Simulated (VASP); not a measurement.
# Na (Im-3m) in VASP: notebook

Na is run at these levels: PBE; tasks: single point.

Program: VASP 6.6.1. These are calculated values, not measurements. Logs are shortened: lines on timing, memory, paths and dates and some standing lists are left out, and cuts for length are marked.

## (1) The cell of the first run

The structure is cubic, space group Im-3m (No. 229). Conventional cell: a = 3.190 Å, b = 3.190 Å, c = 3.190 Å, α = 90.00°, β = 90.00°, γ = 90.00°. Na (site symmetry m-3m) has 14 Na at 2.76 to 3.19 Å within 3.6 Å.

## (2) Single point, PBE

Contents of INCAR:

```
SYSTEM = Na
PREC = Accurate ; ENCUT = 500
EDIFF = 1E-6 ; ISMEAR = 1
SIGMA = 0.1 ; LREAL = .False.
LASPH = .True. ; NELM = 120
ALGO = Normal ; ISIF = 2
LWAVE = .False. ; LCHARG = .True.
GGA = PE ; LELF = .True.
LVHAR = .True. ; NBANDS = 10
GGA_COMPAT = .False.
```

Contents of KPOINTS:

```
Automatic mesh
0
Gamma
  13 13 13
  0 0 0
```

Contents of POSCAR:

```
Na
1.0
   -1.5950289074      1.5950289074      1.5950289074
    1.5950289074     -1.5950289074      1.5950289074
    1.5950289074      1.5950289074     -1.5950289074
Na
1
Direct
    0.0000000000      0.0000000000      0.0000000000
```

Potentials or basis: VASP PAW PBE potentials, release 64 (Na_pv).

The run is started by

```bash
$ cat potpaw_PBE.64/Na_pv/POTCAR > POTCAR
$ mpirun -np 1 vasp_std > vasp.out
```

OUTCAR:

```text
SYSTEM = Na
   PREC = Accurate
   ENCUT = 500
   EDIFF = 1E-6
   ISMEAR = 1
   LREAL = .False.
   LASPH = .True.
   NELM = 120
   ISIF = 2
   GGA = PE

 ion  position               nearest neighbor table
   1  0.000  0.000  0.000-

  LATTYP: Found a body centered cubic cell.
 ALAT       =     3.1900578148

  Lattice vectors:

 A1 = (  -1.5950289074,   1.5950289074,   1.5950289074)
 A2 = (   1.5950289074,  -1.5950289074,   1.5950289074)
 A3 = (   1.5950289074,   1.5950289074,  -1.5950289074)

Analysis of symmetry for initial positions (statically):
=====================================================================
 Subroutine PRICEL returns:
 Original cell was already a primitive cell.

 Routine SETGRP: Setting up the symmetry group for a
 body centered cubic supercell.

 Subroutine GETGRP returns: Found 48 space group operations
 (whereof 48 operations were pure point group operations)
 out of a pool of 48 trial point group operations.

The static configuration has the point symmetry O_h .

Analysis of symmetry for dynamics (positions and initial velocities):
=====================================================================
 Subroutine PRICEL returns:
 Original cell was already a primitive cell.

 Routine SETGRP: Setting up the symmetry group for a
 body centered cubic supercell.

 Subroutine GETGRP returns: Found 48 space group operations
 (whereof 48 operations were pure point group operations)
 out of a pool of 48 trial point group operations.

The dynamic configuration has the point symmetry O_h .

 Subroutine INISYM returns: Found 48 space group operations
 (whereof 48 operations are pure point group operations),
 and found     1 'primitive' translations

----------------------------------------------------------------------------------------

                                     Primitive cell

  volume of cell :      16.2318

  direct lattice vectors                    reciprocal lattice vectors
    -1.595028907  1.595028907  1.595028907     0.000000000  0.313473942  0.313473942
     1.595028907 -1.595028907  1.595028907     0.313473942  0.000000000  0.313473942
     1.595028907  1.595028907 -1.595028907     0.313473942  0.313473942  0.000000000

  length of vectors
     2.762671107  2.762671107  2.762671107     0.443319101  0.443319101  0.443319101

  position of ions in fractional coordinates (direct lattice)
     0.000000000  0.000000000  0.000000000

  ion indices of the primitive-cell ions
   primitive index   ion index
                 1           1

----------------------------------------------------------------------------------------

 KPOINTS: Automatic mesh

Automatic generation of k-mesh.
 Grid dimensions read from file:
 generate k-points for:   13   13   13

 Generating k-lattice:

  Cartesian coordinates                     Fractional coordinates (reciprocal lattice)
     0.000000000  0.024113380  0.024113380     0.076923077  0.000000000  0.000000000
     0.024113380  0.000000000  0.024113380     0.000000000  0.076923077  0.000000000
     0.024113380  0.024113380  0.000000000     0.000000000  0.000000000  0.076923077

  Length of vectors
     0.034101469  0.034101469  0.034101469

  Shift w.r.t. Gamma in fractional coordinates (k-lattice)
     0.000000000  0.000000000  0.000000000

 Subroutine IBZKPT returns following result:
 ===========================================

 Found     84 irreducible k-points:

 Following reciprocal coordinates:
            Coordinates               Weight
  0.000000  0.000000  0.000000      1.000000
  0.076923  0.000000  0.000000     12.000000
  0.153846  0.000000  0.000000     12.000000
  0.230769  0.000000  0.000000     12.000000
  0.307692  0.000000  0.000000     12.000000
  0.384615  0.000000  0.000000     12.000000
[... 16 lines left out ...]
  0.153846  0.076923  0.076923     24.000000
  0.230769  0.076923  0.076923     24.000000
 [... further k-points ...]
   k-points           NKPTS =     84   k-points in BZ     NKDIM =     84   number of bands    NBANDS=     10
   number of dos      NEDOS =    301   number of ions     NIONS =      1
   total plane-waves  NPLWV =   8000
   dimension x,y,z NGX =    20 NGY =   20 NGZ =   20
   dimension x,y,z NGXF=    40 NGYF=   40 NGZF=   40
   ions per type =               1
   NGX,Y,Z   is equivalent  to a cutoff of  12.04, 12.04, 12.04 a.u.
   NGXF,Y,Z  is equivalent  to a cutoff of  24.07, 24.07, 24.07 a.u.
 SYSTEM =  Na
   PREC   = accura    normal or accurate (medium, high low for compatibility)
   ISTART =      0    job   : 0-new  1-cont  2-samecut
   ICHARG =      2    charge: 1-file 2-atom 10-const
   ISPIN  =      1    spin polarized calculation?
   LNONCOLLINEAR =      F non collinear calculations
   LSORBIT =      F    spin-orbit coupling
   LASPH  =      T    aspherical Exc in radial PAW
   ENCUT  =  500.0 eV  36.75 Ry    6.06 a.u.   5.04  5.04  5.04*2*pi/ulx,y,z
   NELM   =    120;   NELMIN=  2; NELMDL= -5     # of ELM steps
   EDIFF  = 0.1E-05   stopping-criterion for ELM
   LREAL  =      F    real-space projection
   EDIFFG = 0.1E-04   stopping-criterion for IOM
   NSW    =      0    number of steps for IOM
   IBRION =     -1    ionic relax: 0-MD 1-quasi-New 2-CG
   NFREE  =      0    steps in history (QN), initial steepest desc. (CG)
   ISIF   =      2    stress and relaxation
   ISYM   =      2    0-nonsym 1-usesym 2-fastsym
   POTIM  = 0.5000    time-step for ionic-motion
   TEBEG  =    0.0;   TEEND  =   0.0 temperature during run
   PSTRESS=    0.0 pullay stress
   NELECT =       7.0000    total number of electrons
   NUPDOWN=      -1.0000    fix difference up-down
   EMIN   =  10.00;   EMAX   =-10.00  energy-range for DOS
   EFERMI =   0.00;   METHOD = LEGACY
   ISMEAR =     1;   SIGMA  =   0.10  broadening in eV -4-tet -1-fermi 0-gaus
   EFERMI_NEDOS =   21; number of points for ismear=-14 and -15
   IALGO  =     38    algorithm
   IMIX   =      4    mixing-type and parameters
     AMIX     =   0.40;   BMIX     =  1.00
     AMIX_MAG =   1.60;   BMIX_MAG =  1.00
  volume/ion in A,a.u.               =      16.23       109.54
  Fermi-wavevector in a.u.,A,eV,Ry     =   1.236855  2.337318 20.814349  1.529811
  Thomas-Fermi vector in A             =   2.371447
   LORBIT       =      0    0 simple, 1 ext, 2 COOP (PROOUT), +10 PAW based schemes
   GGA     = PE    functional components
   LHFCALC =     F    Hartree Fock is set to
   AEXX    =    0.0000 exact exchange contribution
   IVDW    =     0    specifies the selected vdW correction
   LEPSILON=     F    determine dielectric tensor
   LRPA    =     F    only Hartree local field effects (RPA)
 non-spin polarized calculation
 Methfessel and Paxton  Order N= 1 SIGMA  =   0.10
  energy-cutoff  :      500.00
  volume of cell :       16.23
 maximum number of plane-waves:       422
   NGX =  9   NGY =  9   NGZ =  9

 number of electron       7.0000012 magnetization

 Free energy of the ion-electron system (eV)
  ---------------------------------------------------
  ext. energy  EPLUGINS =         0.00000000
  ---------------------------------------------------
  free energy    TOTEN  =        -0.31442230 eV

  energy without entropy =       -0.31348565  energy(sigma->0) =       -0.31411008

 E-fermi :   4.3622     XC(G=0):  -9.1501

 val. band max:        4.3610421311   @ k =  -0.3077   0.3846   0.2308
 cond. band min:       4.3770303987   @ k =  -0.3846   0.4615   0.0769
 fundamental gap:      0.0159882676
 Fermi energy:         4.3621796940

 k-point     1 :       0.0000    0.0000    0.0000
  band No.  band energies     occupation
      1     -20.7652      2.00000
      2     -20.7652      2.00000
      3     -20.7652      2.00000
      4      -1.2788      2.00000
      5      22.2986      0.00000
      6      22.2986      0.00000
      7      22.2986      0.00000
      8      24.0082      0.00000
      9      24.0082      0.00000
     10      25.1053      0.00000

 k-point     2 :       0.0769    0.0000    0.0000
  band No.  band energies     occupation
      1     -20.7945      2.00000
      2     -20.7730      2.00000
      3     -20.7656      2.00000
      4      -1.0854      2.00000
      5      20.3665      0.00000
      6      21.2067      0.00000
      7      22.1942      0.00000
      8      22.9584      0.00000
      9      23.2185      0.00000
     10      26.3641      0.00000

 k-point     3 :       0.1538    0.0000    0.0000
  band No.  band energies     occupation
      1     -20.8743      2.00000
      2     -20.7944      2.00000
      3     -20.7667      2.00000
      4      -0.5156      2.00000
      5      17.2383      0.00000
      6      19.6452      0.00000
      7      21.7590      0.00000
      8      21.9406      0.00000
      9      23.3088      0.00000
     10      27.9049      0.00000

 k-point     4 :       0.2308    0.0000    0.0000
  band No.  band energies     occupation
      1     -20.9838      2.00000
      2     -20.8246      2.00000
      3     -20.7681      2.00000
      4       0.4025      2.00000
      5      14.2901      0.00000
      6      18.3139      0.00000
      7      20.8089      0.00000
      8      21.6481      0.00000
      9      23.3482      0.00000
     10      28.7973      0.00000
[... 222 lines left out ...]
 k-point    22 :       0.0769    0.0769    0.0769
  band No.  band energies     occupation
      1     -20.9268      2.00000
      2     -20.7842      2.00000
      3     -20.7842      2.00000
      4      -0.1436      2.00000
      5      16.9094      0.00000
      6      16.9094      0.00000
      7      20.9617      0.00000
      8      24.2083      0.00000
      9      24.2083      0.00000
     10      26.1537      0.00000

 k-point    23 :       0.1538    0.0769    0.0769
  band No.  band energies     occupation
      1     -21.0182      2.00000
      2     -20.8171      2.00000
      3     -20.7878      2.00000
      4       0.7606      2.00000
      5      14.2695      0.00000
      6      15.6805      0.00000
      7      20.1178      0.00000
      8      23.9688      0.00000
      9      24.7233      0.00000
     10      28.0941      0.00000

 k-point    24 :       0.2308    0.0769    0.0769
  band No.  band energies     occupation
      1     -21.1057      2.00000
      2     -20.8588      2.00000
      3     -20.7915      2.00000
      4       1.9723      2.00000
      5      11.7306      0.00000
      6      14.7628      0.00000
      7      19.4116      0.00000
      8      23.3148      0.00000
      9      25.1054      0.00000
     10      29.6780      0.00000

 [... further k-points ...]

------------------------ aborting loop because EDIFF is reached ----------------------------------------

  FORCE on cell =-STRESS in cart. coord.  units (eV):
  Direction    XX          YY          ZZ          XY          YZ          ZX
  --------------------------------------------------------------------------------------
  -------------------------------------------------------------------------------------
  Total        3.0250464      3.0250464      3.0250464      0.0000000     -0.0000000      0.0000000
  in kB      298.5911635    298.5911635    298.5911635      0.0000000     -0.0000000      0.0000000
  external PRESSURE =     298.5911635 kB  Pullay stress =       0.0000000 kB

 VOLUME and BASIS-vectors are now :
 -----------------------------------------------------------------------------
  energy-cutoff  :      500.00
  volume of cell :       16.23
      direct lattice vectors                 reciprocal lattice vectors
    -1.595028907  1.595028907  1.595028907     0.000000000  0.313473942  0.313473942
     1.595028907 -1.595028907  1.595028907     0.313473942  0.000000000  0.313473942
     1.595028907  1.595028907 -1.595028907     0.313473942  0.313473942  0.000000000

 POSITION                                       TOTAL-FORCE (eV/Angst)
 -----------------------------------------------------------------------------------
      0.00000      0.00000      0.00000        -0.000000     -0.000000     -0.000000
 -----------------------------------------------------------------------------------
    total drift:                                0.000000     -0.000000      0.000000

  FREE ENERGIE OF THE ION-ELECTRON SYSTEM (eV)
  ---------------------------------------------------
  free  energy   TOTEN  =        -0.3144222978 eV

  energy  without entropy=       -0.3134856464  energy(sigma->0) =       -0.31411008
```

Wall time 3.5 s (1 thread of Intel Xeon 6975P-C (Granite Rapids), shared host); peak memory 0.12 GiB.

What came out:

| Item | Value |
| --- | --- |
| Free energy | -0.3144 eV |
| Pressure | 29.9 GPa |
| Band gap on the k mesh | zero (an odd number of electrons rules out a gap without spin polarisation) |

Caveat: the cell stands under pressure.

## (3) Single point, PBE

This run uses another cell than the first one, of 18.40 Å³/atom.

Contents of INCAR:

```
SYSTEM = Na
PREC = Accurate
ENCUT = 500
EDIFF = 1E-6
ISMEAR = 1
SIGMA = 0.1
LREAL = .False.
LASPH = .True.
NELM = 120
ALGO = Normal
ISIF = 2
LWAVE = .False.
LCHARG = .False.
GGA = PE
NBANDS = 10
GGA_COMPAT = .False.
```

Contents of KPOINTS:

```
regular mesh
0
Gamma
  13 13 13
  0 0 0
```

Contents of POSCAR:

```
Na
1.0
   -1.6631038425      1.6631038425      1.6631038425
    1.6631038425     -1.6631038425      1.6631038425
    1.6631038425      1.6631038425     -1.6631038425
Na
1
Direct
    0.0000000000      0.0000000000      0.0000000000
```

Potentials or basis: VASP PAW PBE potentials, release 64 (Na_pv).

The run is started by

```bash
$ cat potpaw_PBE.64/Na_pv/POTCAR > POTCAR
$ mpirun -np 1 vasp_std > vasp.out
```

OUTCAR:

```text
SYSTEM = Na
   PREC = Accurate
   ENCUT = 500
   EDIFF = 1E-6
   ISMEAR = 1
   LREAL = .False.
   LASPH = .True.
   NELM = 120
   ISIF = 2
   GGA = PE

 ion  position               nearest neighbor table
   1  0.000  0.000  0.000-

  LATTYP: Found a body centered cubic cell.
 ALAT       =     3.3262076850

  Lattice vectors:

 A1 = (  -1.6631038425,   1.6631038425,   1.6631038425)
 A2 = (   1.6631038425,  -1.6631038425,   1.6631038425)
 A3 = (   1.6631038425,   1.6631038425,  -1.6631038425)

Analysis of symmetry for initial positions (statically):
=====================================================================
 Subroutine PRICEL returns:
 Original cell was already a primitive cell.

 Routine SETGRP: Setting up the symmetry group for a
 body centered cubic supercell.

 Subroutine GETGRP returns: Found 48 space group operations
 (whereof 48 operations were pure point group operations)
 out of a pool of 48 trial point group operations.

The static configuration has the point symmetry O_h .

Analysis of symmetry for dynamics (positions and initial velocities):
[... 163 lines left out ...]
 Fermi energy:         3.4910132763

 k-point     1 :       0.0000    0.0000    0.0000
  band No.  band energies     occupation
      1     -21.4681      2.00000
      2     -21.4681      2.00000
      3     -21.4681      2.00000
      4      -1.7211      2.00000
      5      20.3763      0.00000
      6      20.3763      0.00000
      7      20.3763      0.00000
      8      21.9393      0.00000
      9      21.9393      0.00000
     10      22.9284      0.00000
[... 287 lines left out ...]
 k-point    24 :       0.2308    0.0769    0.0769
  band No.  band energies     occupation
      1     -21.7076      2.00000
      2     -21.5352      2.00000
      3     -21.4863      2.00000
      4       1.2582      2.00000
      5      10.4633      0.00000
      6      13.3421      0.00000
      7      17.2139      0.00000
      8      21.2446      0.00000
      9      22.8403      0.00000
     10      26.9235      0.00000

 [... further k-points ...]

------------------------ aborting loop because EDIFF is reached ----------------------------------------

  FORCE on cell =-STRESS in cart. coord.  units (eV):
  Direction    XX          YY          ZZ          XY          YZ          ZX
  --------------------------------------------------------------------------------------
  -------------------------------------------------------------------------------------
  Total        2.2814635      2.2814635      2.2814635      0.0000000      0.0000000     -0.0000000
  in kB      198.6579785    198.6579785    198.6579785      0.0000000      0.0000000     -0.0000000
  external PRESSURE =     198.6579785 kB  Pullay stress =       0.0000000 kB

 VOLUME and BASIS-vectors are now :
 -----------------------------------------------------------------------------
  energy-cutoff  :      500.00
  volume of cell :       18.40
      direct lattice vectors                 reciprocal lattice vectors
    -1.663103842  1.663103842  1.663103842     0.000000000  0.300642682  0.300642682
     1.663103842 -1.663103842  1.663103842     0.300642682  0.000000000  0.300642682
     1.663103842  1.663103842 -1.663103842     0.300642682  0.300642682  0.000000000

 POSITION                                       TOTAL-FORCE (eV/Angst)
 -----------------------------------------------------------------------------------
      0.00000      0.00000      0.00000        -0.000000      0.000000     -0.000000
 -----------------------------------------------------------------------------------
    total drift:                               -0.000000      0.000000      0.000000

  FREE ENERGIE OF THE ION-ELECTRON SYSTEM (eV)
  ---------------------------------------------------
  free  energy   TOTEN  =        -0.6485478902 eV

  energy  without entropy=       -0.6476284510  energy(sigma->0) =       -0.64824141
```

Run time: 3.8 s. Hardware: 1 thread of Intel Xeon 6975P-C (Granite Rapids), shared host; peak memory 0.13 GiB.

What came out:

```yaml
Free_energy: -0.6485 eV
Pressure: 19.9 GPa
Band_gap_on_the_k_mesh: zero (an odd number of electrons rules out a gap without spin polarisation)
```

Levels at points of the mesh, in eV from the Fermi level:
```tsv
k point	band 1	band 2	band 3	band 4	band 5	band 6
(0.00, 0.00, 0.00)	-24.96	-24.96	-24.96	-5.21	16.89	16.89
```

Caveat: the cell stands under pressure.
